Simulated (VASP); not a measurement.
# Al6N (P3m1) in VASP: a series of runs

The runs below take Al6N through single point, with PBE.

Everything below comes from runs of VASP 6.6.1. Logs are shortened: lines on timing, memory, paths and dates and some standing lists are left out, and cuts for length are marked.

### Step 1. The cell of the first run

Symmetry: P3m1, No. 156, trigonal system. Conventional cell: a = 2.984 Å, b = 2.984 Å, c = 27.878 Å, α = 90.00°, β = 90.00°, γ = 120.00°. Al (site symmetry 3m) has 12 Al at 2.83 to 2.98 Å within 3.7 Å. Al (site symmetry 3m) has 12 Al at 2.83 to 2.98 Å within 3.7 Å. Al (site symmetry 3m) has 12 Al at 2.85 to 2.98 Å within 3.8 Å. Al (site symmetry 3m) has 12 Al at 2.84 to 2.98 Å within 3.7 Å. Al (site symmetry 3m) has 4 N at 1.85 to 1.89 Å within 2.5 Å. Al (site symmetry 3m) has 3 N at 1.87 Å within 2.5 Å. Al (site symmetry 3m) has 1 N at 1.90 Å within 2.5 Å. Within 3.7 Å of Al (site symmetry 3m) lie 12 Al at 2.81 to 2.98 Å and 3 N at 3.59 Å.

### Step 2. Single point, PBE

Contents of INCAR:

```
PREC     = Accurate       # precision mode
ENCUT    = 520            # plane-wave cutoff, eV
EDIFF    = 1E-6           # SCF threshold, eV
ISMEAR   = 0              # smearing method
SIGMA    = 0.1            # smearing width, eV
LREAL    = False          # projectors in reciprocal space
LASPH    = True           # aspherical terms in the spheres
NELM     = 100            # most SCF steps
ALGO     = Normal         # electronic algorithm
ISIF     = 2              # what is computed and relaxed
LWAVE    = False          # write WAVECAR
LCHARG   = False          # write CHGCAR
GGA      = PE             # functional
NBANDS   = 36             # bands
```

Contents of KPOINTS:

```
Automatic mesh
0
Gamma
  12 12 2
```

Contents of POSCAR:

```
Al6N
1.0
    2.9842052462      0.0000000000      0.0000000000
   -1.4921026231      2.5843975533      0.0000000000
    0.0000000000      0.0000000000     27.8782657887
Al N
12 2
Direct
    0.6666666667      0.3333333333      0.6757156565
    0.0000000000      0.0000000000      0.7563024417
    0.3333333333      0.6666666667      0.8376543289
    0.3333333333      0.6666666667      0.5945310363
    0.3333333333      0.6666666667      0.0906850125
    0.6666666667      0.3333333333      0.1844851436
    0.0000000000      0.0000000000     -0.0019215817
    0.0000000000      0.0000000000      0.2712107615
    0.6666666667      0.3333333333      0.9189662494
    0.6666666667      0.3333333333      0.4318876643
    0.0000000000      0.0000000000      0.5133699276
    0.3333333333      0.6666666667      0.3507536351
    0.0000000000      0.0000000000      0.0662779530
    0.3333333333      0.6666666667      0.1583817710
```

Potentials or basis: VASP PAW PBE potentials, release 64 (Al, N).

Launch:

```console
cat potpaw_PBE.64/Al/POTCAR potpaw_PBE.64/N/POTCAR > POTCAR
mpirun -np 1 vasp_std > vasp.out
```

OUTCAR:

```text
PREC = Accurate
   ENCUT = 520
   EDIFF = 1E-6
   ISMEAR = 0
   LREAL = False
   LASPH = True
   NELM = 100
   ISIF = 2
   GGA = PE

 ion  position               nearest neighbor table
   1  0.667  0.333  0.676-   2 2.83   2 2.83   2 2.83   4 2.84   4 2.84   4 2.84
   2  0.000  0.000  0.756-   1 2.83   1 2.83   1 2.83   3 2.85   3 2.85   3 2.85
   3  0.333  0.667  0.838-   9 2.85   9 2.85   9 2.85   2 2.85   2 2.85   2 2.85
   4  0.333  0.667  0.595-  11 2.84  11 2.84  11 2.84   1 2.84   1 2.84   1 2.84
   5  0.333  0.667  0.091-  13 1.85  13 1.85  13 1.85  14 1.89   7 3.10   7 3.10   7 3.10   6 3.13
                             6 3.13   6 3.13
   6  0.667  0.333  0.184-  14 1.87  14 1.87  14 1.87   8 2.97   8 2.97   8 2.97   5 3.13   5 3.13
                             5 3.13
   7  0.000  0.000  0.998-  13 1.90   9 2.80   9 2.80   9 2.80   5 3.10   5 3.10   5 3.10
   8  0.000  0.000  0.271-  12 2.81  12 2.81  12 2.81   6 2.97   6 2.97   6 2.97
   9  0.667  0.333  0.919-   7 2.80   7 2.80   7 2.80   3 2.85   3 2.85   3 2.85
  10  0.667  0.333  0.432-  12 2.84  12 2.84  12 2.84  11 2.85  11 2.85  11 2.85
  11  0.000  0.000  0.513-   4 2.84   4 2.84   4 2.84  10 2.85  10 2.85  10 2.85
  12  0.333  0.667  0.351-   8 2.81   8 2.81   8 2.81  10 2.84  10 2.84  10 2.84
  13  0.000  0.000  0.066-   5 1.85   5 1.85   5 1.85   7 1.90
  14  0.333  0.667  0.158-   6 1.87   6 1.87   6 1.87   5 1.89

  LATTYP: Found a hexagonal cell.
 ALAT       =     2.9842052462
 C/A-ratio  =     9.3419398093

  Lattice vectors:

 A1 = (   2.9842052462,   0.0000000000,   0.0000000000)
 A2 = (  -1.4921026231,   2.5843975533,   0.0000000000)
 A3 = (   0.0000000000,   0.0000000000,  27.8782657887)

Analysis of symmetry for initial positions (statically):
=====================================================================
 Subroutine PRICEL returns:
 Original cell was already a primitive cell.

 Routine SETGRP: Setting up the symmetry group for a
 hexagonal supercell.

 Subroutine GETGRP returns: Found  6 space group operations
 (whereof  6 operations were pure point group operations)
 out of a pool of 24 trial point group operations.

The static configuration has the point symmetry C_3v.

Analysis of symmetry for dynamics (positions and initial velocities):
=====================================================================
 Subroutine PRICEL returns:
 Original cell was already a primitive cell.

 Routine SETGRP: Setting up the symmetry group for a
 hexagonal supercell.

 Subroutine GETGRP returns: Found  6 space group operations
[... 144 lines left out ...]
   IALGO  =     38    algorithm
   IMIX   =      4    mixing-type and parameters
     AMIX     =   0.40;   BMIX     =  1.00
     AMIX_MAG =   1.60;   BMIX_MAG =  1.00
  volume/ion in A,a.u.               =      15.36       103.64
  Fermi-wavevector in a.u.,A,eV,Ry     =   0.979136  1.850298 13.043995  0.958707
  Thomas-Fermi vector in A             =   2.109965
   LORBIT       =      0    0 simple, 1 ext, 2 COOP (PROOUT), +10 PAW based schemes
   GGA     = PE    functional components
   LHFCALC =     F    Hartree Fock is set to
   AEXX    =    0.0000 exact exchange contribution
   IVDW    =     0    specifies the selected vdW correction
   LEPSILON=     F    determine dielectric tensor
   LRPA    =     F    only Hartree local field effects (RPA)
 non-spin polarized calculation
 Gauss-broadening in eV      SIGMA  =   0.10
  energy-cutoff  :      520.00
  volume of cell :      215.01
 maximum number of plane-waves:      5878
 NGX is ok and might be reduce to    24
   NGX = 11   NGY = 11   NGZ =103

 number of electron      46.0000003 magnetization

 Free energy of the ion-electron system (eV)
  ---------------------------------------------------
  ext. energy  EPLUGINS =         0.00000000
  ---------------------------------------------------
  free energy    TOTEN  =       -65.86139676 eV

  energy without entropy =      -65.83900368  energy(sigma->0) =      -65.85020022

 E-fermi :   7.6374     XC(G=0): -10.1985

 val. band max:        7.6339267877   @ k =   0.3333  -0.0000   0.5000
 cond. band min:       7.6377312674   @ k =   0.1667   0.1667   0.0000
 fundamental gap:      0.0038044797
 Fermi energy:         7.6373712568

 k-point     1 :       0.0000    0.0000    0.0000
  band No.  band energies     occupation
      1      -9.5068      2.00000
      2      -8.5362      2.00000
      3      -3.0800      2.00000
      4      -2.8994      2.00000
      5      -2.6358      2.00000
      6      -2.1626      2.00000
[... 901 lines left out ...]
     34      12.5430      0.00000
     35      12.7098      0.00000

 [... further k-points ...]

 [bands above 35 left out]

------------------------ aborting loop because EDIFF is reached ----------------------------------------

  FORCE on cell =-STRESS in cart. coord.  units (eV):
  Direction    XX          YY          ZZ          XY          YZ          ZX
  --------------------------------------------------------------------------------------
  -------------------------------------------------------------------------------------
  Total       -0.0583912     -0.0583912     -0.1305614      0.0000000     -0.0000000      0.0000000
  in kB       -0.4351149     -0.4351149     -0.9729078      0.0000000     -0.0000000      0.0000000
  external PRESSURE =      -0.6143792 kB  Pullay stress =       0.0000000 kB

 VOLUME and BASIS-vectors are now :
 -----------------------------------------------------------------------------
  energy-cutoff  :      520.00
  volume of cell :      215.01
      direct lattice vectors                 reciprocal lattice vectors
     2.984205246  0.000000000  0.000000000     0.335097595  0.193468686  0.000000000
    -1.492102623  2.584397553  0.000000000     0.000000000  0.386937373  0.000000000
     0.000000000  0.000000000 27.878265789     0.000000000  0.000000000  0.035870237

 POSITION                                       TOTAL-FORCE (eV/Angst)
 -----------------------------------------------------------------------------------
      1.49210      0.86147     18.83778        -0.000000     -0.000000      0.000676
      0.00000      0.00000     21.08440        -0.000000     -0.000000     -0.000756
     -0.00000      1.72293     23.35235         0.000000     -0.000000     -0.000962
     -0.00000      1.72293     16.57449         0.000000     -0.000000     -0.001085
     -0.00000      1.72293      2.52814        -0.000000     -0.000000      0.000510
      1.49210      0.86147      5.14313        -0.000000     -0.000000     -0.012710
      0.00000      0.00000     27.82470         0.000000      0.000000     -0.000519
      0.00000      0.00000      7.56089         0.000000     -0.000000     -0.003954
      1.49210      0.86147     25.61919        -0.000000     -0.000000      0.004659
      1.49210      0.86147     12.04028         0.000000     -0.000000      0.000357
      0.00000      0.00000     14.31186        -0.000000     -0.000000      0.000723
     -0.00000      1.72293      9.77840        -0.000000     -0.000000     -0.000548
      0.00000      0.00000      1.84771        -0.000000     -0.000000      0.008864
     -0.00000      1.72293      4.41541         0.000000      0.000000      0.004746
 -----------------------------------------------------------------------------------
    total drift:                               -0.000000      0.000000     -0.000470

  FREE ENERGIE OF THE ION-ELECTRON SYSTEM (eV)
  ---------------------------------------------------
  free  energy   TOTEN  =       -65.8613967629 eV

  energy  without entropy=      -65.8390036813  energy(sigma->0) =      -65.85020022
```

Wall time 4.7 min (1 thread of Intel Xeon Platinum 8559C (Emerald Rapids), shared host); peak memory 0.45 GiB.

What came out:

```yaml
Free_energy: -65.8614 eV
Pressure: -0.1 GPa
Largest_force: 0.013 eV/Å
Band_gap_on_the_k_mesh: zero (band 23 reaches 10.94 eV, above the bottom of band 24 at 6.03 eV)
```

Forces on the atoms (eV/Å):
```
Al   0.000  0.000  0.001
Al   0.000  0.000 -0.001
Al   0.000  0.000 -0.001
Al   0.000  0.000 -0.001
Al   0.000  0.000  0.001
Al   0.000  0.000 -0.013
Al   0.000  0.000 -0.001
Al   0.000  0.000 -0.004
Al   0.000  0.000  0.005
Al   0.000  0.000  0.000
Al   0.000  0.000  0.001
Al   0.000  0.000 -0.001
N    0.000  0.000  0.009
N    0.000  0.000  0.005
```

(Part 1 of 2 ends here.)
